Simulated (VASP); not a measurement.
# Ba (Im-3m) in VASP: notebook

Ba is run at these levels: PBE; tasks: single point, relaxation of cell and atoms.

Program: VASP 6.6.1. These are calculated values, not measurements. Logs are shortened: lines on timing, memory, paths and dates and some standing lists are left out, and cuts for length are marked.

### Step 1. The cell of the first run

Symmetry: Im-3m, No. 229, cubic system. The conventional cell has a = 5.013 Å, b = 5.013 Å, c = 5.013 Å, α = 90.00°, β = 90.00°, γ = 90.00°. Within 5.7 Å of Ba (site symmetry m-3m) lie 14 Ba at 4.34 to 5.01 Å.

### Step 2. Single point, PBE

INCAR

```
SYSTEM = Ba
PREC     = Accurate       ! precision mode
ENCUT    = 520            ! plane-wave cutoff, eV
EDIFF    = 1E-6           ! SCF threshold, eV
ISMEAR   = -1             ! smearing method
SIGMA    = 0.02           ! smearing width, eV
LREAL    = .False.        ! projectors in reciprocal space
LASPH    = .True.         ! aspherical terms in the spheres
NELM     = 60             ! most SCF steps
ALGO     = Normal         ! electronic algorithm
ISIF     = 2              ! what is computed and relaxed
LWAVE    = .False.        ! write WAVECAR
LCHARG   = .False.        ! write CHGCAR
GGA      = PE             ! functional
NBANDS   = 11             ! bands
```

KPOINTS

```
Automatic mesh
0
Gamma
  12 12 12
  0 0 0
```

POSCAR

```
Ba
1.0
   -2.5065000000      2.5065000000      2.5065000000
    2.5065000000     -2.5065000000      2.5065000000
    2.5065000000      2.5065000000     -2.5065000000
Ba
1
Direct
    0.0000000000      0.0000000000      0.0000000000
```

Potentials or basis: VASP PAW PBE potentials, release 64 (Ba_sv).

On the command line:

```sh
cat potpaw_PBE.64/Ba_sv/POTCAR > POTCAR
mpirun -np 1 vasp_std > vasp.out
```

OUTCAR:

```text
SYSTEM = Ba
   PREC = Accurate
   ENCUT = 520
   EDIFF = 1E-6
   ISMEAR = -1
   LREAL = .False.
   LASPH = .True.
   NELM = 60
   ISIF = 2
   GGA = PE

 ion  position               nearest neighbor table
   1  0.000  0.000  0.000-

  LATTYP: Found a body centered cubic cell.
 ALAT       =     5.0130000000

  Lattice vectors:

 A1 = (  -2.5065000000,   2.5065000000,   2.5065000000)
 A2 = (   2.5065000000,  -2.5065000000,   2.5065000000)
 A3 = (   2.5065000000,   2.5065000000,  -2.5065000000)

Analysis of symmetry for initial positions (statically):
=====================================================================
 Subroutine PRICEL returns:
 Original cell was already a primitive cell.

 Routine SETGRP: Setting up the symmetry group for a
 body centered cubic supercell.

 Subroutine GETGRP returns: Found 48 space group operations
 (whereof 48 operations were pure point group operations)
 out of a pool of 48 trial point group operations.

The static configuration has the point symmetry O_h .

Analysis of symmetry for dynamics (positions and initial velocities):
=====================================================================
 Subroutine PRICEL returns:
 Original cell was already a primitive cell.

 Routine SETGRP: Setting up the symmetry group for a
 body centered cubic supercell.

 Subroutine GETGRP returns: Found 48 space group operations
 (whereof 48 operations were pure point group operations)
 out of a pool of 48 trial point group operations.

The dynamic configuration has the point symmetry O_h .

 Subroutine INISYM returns: Found 48 space group operations
 (whereof 48 operations are pure point group operations),
 and found     1 'primitive' translations

----------------------------------------------------------------------------------------

                                     Primitive cell

  volume of cell :      62.9888

  direct lattice vectors                    reciprocal lattice vectors
    -2.506500000  2.506500000  2.506500000     0.000000000  0.199481348  0.199481348
     2.506500000 -2.506500000  2.506500000     0.199481348  0.000000000  0.199481348
     2.506500000  2.506500000 -2.506500000     0.199481348  0.199481348  0.000000000

  length of vectors
     4.341385349  4.341385349  4.341385349     0.282109228  0.282109228  0.282109228

  position of ions in fractional coordinates (direct lattice)
     0.000000000  0.000000000  0.000000000

  ion indices of the primitive-cell ions
   primitive index   ion index
                 1           1

----------------------------------------------------------------------------------------

 KPOINTS: Automatic mesh

Automatic generation of k-mesh.
 Grid dimensions read from file:
 generate k-points for:   12   12   12

 Generating k-lattice:

  Cartesian coordinates                     Fractional coordinates (reciprocal lattice)
     0.000000000  0.016623446  0.016623446     0.083333333  0.000000000  0.000000000
     0.016623446  0.000000000  0.016623446     0.000000000  0.083333333  0.000000000
     0.016623446  0.016623446  0.000000000     0.000000000  0.000000000  0.083333333

  Length of vectors
     0.023509102  0.023509102  0.023509102

  Shift w.r.t. Gamma in fractional coordinates (k-lattice)
     0.000000000  0.000000000  0.000000000

 Subroutine IBZKPT returns following result:
 ===========================================

 Found     72 irreducible k-points:

 Following reciprocal coordinates:
            Coordinates               Weight
  0.000000  0.000000  0.000000      1.000000
  0.083333  0.000000  0.000000     12.000000
  0.166667  0.000000  0.000000     12.000000
  0.250000  0.000000  0.000000     12.000000
  0.333333  0.000000  0.000000     12.000000
  0.416667  0.000000  0.000000     12.000000
[... 16 lines left out ...]
  0.333333  0.083333  0.083333     24.000000
  0.416667  0.083333  0.083333     12.000000
 [... further k-points ...]
   k-points           NKPTS =     72   k-points in BZ     NKDIM =     72   number of bands    NBANDS=     11
   number of dos      NEDOS =    301   number of ions     NIONS =      1
   total plane-waves  NPLWV =  32768
   dimension x,y,z NGX =    32 NGY =   32 NGZ =   32
   dimension x,y,z NGXF=    64 NGYF=   64 NGZF=   64
   ions per type =               1
   NGX,Y,Z   is equivalent  to a cutoff of  12.25, 12.25, 12.25 a.u.
   NGXF,Y,Z  is equivalent  to a cutoff of  24.51, 24.51, 24.51 a.u.
 SYSTEM =  Ba
   PREC   = accura    normal or accurate (medium, high low for compatibility)
   ISTART =      0    job   : 0-new  1-cont  2-samecut
   ICHARG =      2    charge: 1-file 2-atom 10-const
   ISPIN  =      1    spin polarized calculation?
   LNONCOLLINEAR =      F non collinear calculations
   LSORBIT =      F    spin-orbit coupling
   LASPH  =      T    aspherical Exc in radial PAW
   ENCUT  =  520.0 eV  38.22 Ry    6.18 a.u.   8.07  8.07  8.07*2*pi/ulx,y,z
   NELM   =     60;   NELMIN=  2; NELMDL= -5     # of ELM steps
   EDIFF  = 0.1E-05   stopping-criterion for ELM
   LREAL  =      F    real-space projection
   EDIFFG = 0.1E-04   stopping-criterion for IOM
   NSW    =      0    number of steps for IOM
   IBRION =     -1    ionic relax: 0-MD 1-quasi-New 2-CG
   NFREE  =      0    steps in history (QN), initial steepest desc. (CG)
   ISIF   =      2    stress and relaxation
   ISYM   =      2    0-nonsym 1-usesym 2-fastsym
   POTIM  = 0.5000    time-step for ionic-motion
   TEBEG  =    0.0;   TEEND  =   0.0 temperature during run
   PSTRESS=    0.0 pullay stress
   NELECT =      10.0000    total number of electrons
   NUPDOWN=      -1.0000    fix difference up-down
   EMIN   =  10.00;   EMAX   =-10.00  energy-range for DOS
   EFERMI =   0.00;   METHOD = LEGACY
   ISMEAR =    -1;   SIGMA  =   0.02  broadening in eV -4-tet -1-fermi 0-gaus
   EFERMI_NEDOS =   21; number of points for ismear=-14 and -15
   IALGO  =     38    algorithm
   IMIX   =      4    mixing-type and parameters
     AMIX     =   0.40;   BMIX     =  1.00
     AMIX_MAG =   1.60;   BMIX_MAG =  1.00
  volume/ion in A,a.u.               =      62.99       425.07
  Fermi-wavevector in a.u.,A,eV,Ry     =   0.886449  1.675146 10.691349  0.785792
  Thomas-Fermi vector in A             =   2.007617
   LORBIT       =      0    0 simple, 1 ext, 2 COOP (PROOUT), +10 PAW based schemes
   GGA     = PE    functional components
   LHFCALC =     F    Hartree Fock is set to
   AEXX    =    0.0000 exact exchange contribution
   IVDW    =     0    specifies the selected vdW correction
   LEPSILON=     F    determine dielectric tensor
   LRPA    =     F    only Hartree local field effects (RPA)
 non-spin polarized calculation
  energy-cutoff  :      520.00
  volume of cell :       62.99
 maximum number of plane-waves:      1724
   NGX = 17   NGY = 17   NGZ = 17

 number of electron      10.0000000 magnetization

 number of electron       9.9999999 magnetization

 Free energy of the ion-electron system (eV)
  ---------------------------------------------------
  ext. energy  EPLUGINS =         0.00000000
  ---------------------------------------------------
  free energy    TOTEN  =        -1.90836552 eV

  energy without entropy =       -1.90660994  energy(sigma->0) =       -1.90748773

 E-fermi :   1.6435     XC(G=0):  -7.4097

 val. band max:        1.6332443108   @ k =   0.2500   0.1667   0.1667
 cond. band min:       1.6745514592   @ k =  -0.4167  -0.4167   0.1667
 fundamental gap:      0.0413071484
 Fermi energy:         1.6434891654

 k-point     1 :       0.0000    0.0000    0.0000
  band No.  band energies     occupation
      1     -27.2385      2.00000
      2     -12.1878      2.00000
      3     -12.1878      2.00000
      4     -12.1878      2.00000
      5      -1.1039      2.00000
      6       3.4775      0.00000
      7       3.4775      0.00000
      8       3.4775      0.00000
      9       4.8784      0.00000
     10       4.8784      0.00000
     11       8.5824      0.00000

 k-point     2 :       0.0833    0.0000    0.0000
  band No.  band energies     occupation
      1     -27.2356      2.00000
      2     -12.2209      2.00000
      3     -12.1980      2.00000
      4     -12.1880      2.00000
      5      -0.9737      2.00000
      6       3.3704      0.00000
      7       3.4202      0.00000
      8       3.6100      0.00000
      9       4.7056      0.00000
     10       4.8698      0.00000
     11       8.7309      0.00000

 k-point     3 :       0.1667    0.0000    0.0000
  band No.  band energies     occupation
      1     -27.2277      2.00000
      2     -12.3095      2.00000
      3     -12.2255      2.00000
      4     -12.1885      2.00000
      5      -0.6089      2.00000
      6       3.1116      0.00000
      7       3.1710      0.00000
      8       4.0008      0.00000
      9       4.5442      0.00000
     10       4.8721      0.00000
     11       9.0282      0.00000

 k-point     4 :       0.2500    0.0000    0.0000
  band No.  band energies     occupation
      1     -27.2169      2.00000
      2     -12.4264      2.00000
      3     -12.2628      2.00000
      4     -12.1893      2.00000
      5      -0.0930      2.00000
      6       2.8068      0.00000
      7       2.8144      0.00000
      8       4.6289      0.00000
      9       4.6362      0.00000
     10       4.9373      0.00000
     11       8.8981      0.00000
[... 239 lines left out ...]
 k-point    22 :       0.2500    0.0833    0.0833
  band No.  band energies     occupation
      1     -27.2040      2.00000
      2     -12.5419      2.00000
      3     -12.3027      2.00000
      4     -12.2180      2.00000
      5       0.6500      2.00000
      6       2.4264      0.00000
      7       2.4370      0.00000
      8       4.9071      0.00000
      9       5.1815      0.00000
     10       5.8743      0.00000
     11       8.5424      0.00000

 k-point    23 :       0.3333    0.0833    0.0833
  band No.  band energies     occupation
      1     -27.1970      2.00000
      2     -12.5975      2.00000
      3     -12.3419      2.00000
      4     -12.2205      2.00000
      5       0.9595      2.00000
      6       2.2945      0.00000
      7       2.5651      0.00000
      8       4.9944      0.00000
      9       5.3644      0.00000
     10       6.6383      0.00000
     11       7.7960      0.00000

 k-point    24 :       0.4167    0.0833    0.0833
  band No.  band energies     occupation
      1     -27.1944      2.00000
      2     -12.6170      2.00000
      3     -12.3567      2.00000
      4     -12.2214      2.00000
      5       1.0282      2.00000
      6       2.2501      0.00000
      7       2.7310      0.00000
      8       4.9758      0.00000
      9       5.4521      0.00000
     10       7.1391      0.00000
     11       7.3101      0.00000

 [... further k-points ...]

------------------------ aborting loop because EDIFF is reached ----------------------------------------

  FORCE on cell =-STRESS in cart. coord.  units (eV):
  Direction    XX          YY          ZZ          XY          YZ          ZX
  --------------------------------------------------------------------------------------
  -------------------------------------------------------------------------------------
  Total        0.0391842      0.0391842      0.0391842      0.0000000      0.0000000     -0.0000000
  in kB        0.9966858      0.9966858      0.9966858      0.0000000      0.0000000     -0.0000000
  external PRESSURE =       0.9966858 kB  Pullay stress =       0.0000000 kB

 VOLUME and BASIS-vectors are now :
 -----------------------------------------------------------------------------
  energy-cutoff  :      520.00
  volume of cell :       62.99
      direct lattice vectors                 reciprocal lattice vectors
    -2.506500000  2.506500000  2.506500000     0.000000000  0.199481348  0.199481348
     2.506500000 -2.506500000  2.506500000     0.199481348  0.000000000  0.199481348
     2.506500000  2.506500000 -2.506500000     0.199481348  0.199481348  0.000000000

 POSITION                                       TOTAL-FORCE (eV/Angst)
 -----------------------------------------------------------------------------------
      0.00000      0.00000      0.00000         0.000000      0.000000     -0.000000
 -----------------------------------------------------------------------------------
    total drift:                                0.000000      0.000000      0.000000

  FREE ENERGIE OF THE ION-ELECTRON SYSTEM (eV)
  ---------------------------------------------------
  free  energy   TOTEN  =        -1.9083655158 eV

  energy  without entropy=       -1.9066099448  energy(sigma->0) =       -1.90748773
```

Wall time 11 s (1 thread of Intel Xeon 6975P-C (Granite Rapids), shared host); peak memory 0.2 GiB.

Results:

```yaml
Free_energy: -1.9084 eV
Pressure: 0.1 GPa
Band_gap_on_the_k_mesh: zero (bands 5 and 6 overlap by 1.07 eV)
```

Caveat: spin-orbit coupling is left out, which moves the levels of the heavy elements.

### Step 3. Relaxation of cell and atoms, PBE

INCAR

```
ALGO = Normal ; EDIFF = 1E-7
EDIFFG = -0.02 ; ENCUT = 600
GGA = PE ; IBRION = 2
ISIF = 3 ; ISMEAR = -1
LASPH = T ; LCHARG = F
LREAL = F ; LWAVE = F
NELM = 100 ; NSW = 80
PREC = Accurate ; SIGMA = 0.02
```

KPOINTS

```
k-points
0
Gamma
  12 12 12
```

POSCAR is that of step 2.

Potentials or basis: VASP PAW PBE potentials, release 64 (Ba_sv).

On the command line:

```sh
cat potpaw_PBE.64/Ba_sv/POTCAR > POTCAR
mpirun -np 1 vasp_std > vasp.out
```

Run time: 38 s. Hardware: 1 thread of Intel Xeon 6975P-C (Granite Rapids), shared host; peak memory 0.23 GiB.

The run converged. Its results:

- Free energy: -1.9087 eV
- Relaxed volume: 63.67 Å³/atom
- Relaxed cell: a = 4.357 Å, b = 4.357 Å, c = 4.357 Å, α = 109.47°, β = 109.47°, γ = 109.47°
- Space group after relaxing (to 0.1 Å): Im-3m (No. 229)
- Energy gained by relaxing: 0.2 meV/atom
- Ionic steps: 3
- Pressure after relaxing: 0.0 GPa
- Band gap on the k mesh: zero (bands 5 and 6 overlap by 1.04 eV)

The path:
| step | energy change (eV) | largest force (eV/Å) | pressure (GPa) | volume (Å³) |
| --- | --- | --- | --- | --- |
| 1 | 0.0000 | 0.0000 | 0.10 | 62.99 |
| 2 | -0.0002 | 0.0000 | 0.05 | 63.34 |
| 3 | -0.0002 | 0.0000 | 0.01 | 63.67 |

Final structure:
```
Ba
1.0
    -2.51550    2.51550    2.51550
     2.51550   -2.51550    2.51550
     2.51550    2.51550   -2.51550
Ba
1
Direct
  0.00000 0.00000 0.00000
```

Levels at points of the mesh, in eV from the Fermi level:
| k point | band 2 | band 3 | band 4 | band 5 | band 6 | band 7 | band 8 | band 9 |
| --- | --- | --- | --- | --- | --- | --- | --- | --- |
| (0.00, 0.00, 0.00) | -13.86 | -13.86 | -13.86 | -2.74 | 1.82 | 1.82 | 1.82 | 3.21 |
| (0.50, 0.00, 0.00) | -14.30 | -14.00 | -13.86 | -0.88 | 0.70 | 1.22 | 3.17 | 3.75 |
| (0.50, 0.50, 0.50) | -14.16 | -14.16 | -14.16 | -0.53 | -0.53 | 4.31 | 4.31 | 4.31 |

Caveat: spin-orbit coupling is left out, which moves the levels of the heavy elements. PBE usually gives volumes a little too large and moduli too small.
